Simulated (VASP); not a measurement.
Runs of VASP 6.6.1 on VB4Os. The structure is that of space group P-6m2 (No. 187), or close to it. The cells are those of the table. 

| cell | gap on the mesh (eV) | pressure (GPa) | moment (μB) | largest force (eV/Å) |
| --- | --- | --- | --- | --- |
| a = 2.829, b = 2.829, c = 7.327 Å, angles 90.0, 90.0, 120.0°, 6 atoms | none | 15.1 | 0.00 | 0.21 |
| a = 2.853, b = 2.853, c = 7.391 Å, angles 90.0, 90.0, 120.0°, 6 atoms | none | 6.3 | 0.00 | 0.09 |
| a = 2.877, b = 2.877, c = 7.454 Å, angles 90.0, 90.0, 120.0°, 6 atoms | none | (b) | 0.00 | 0.09 |
| a = 2.778, b = 2.778, c = 7.196 Å, angles 90.0, 90.0, 120.0°, 6 atoms | none | (a) | 0.00 | 0.51 |
| a = 2.804, b = 2.804, c = 7.262 Å, angles 90.0, 90.0, 120.0°, 6 atoms | none | 25.2 | 0.00 | 0.35 |

Alike in all rows: task single point; level PBE; potentials or basis VASP PAW PBE potentials, release 64 (V_sv, B, Os_sv_GW); spin collinear, ferromagnetic start; k mesh 9 × 9 × 3; cutoff (eV) 500; smearing fermi-dirac 0.15 eV.

Q: Estimate the missing entries.

A: (a) 37.0; (b) -1.4.

Caveats: spin-orbit coupling is left out, which moves the levels of the heavy elements; the cell stands under pressure (at least some runs).

A k mesh can miss the band edges, and the runs leave out spin-orbit coupling on Os.

A gap of «none» marks levels without a gap at the run's occupations.
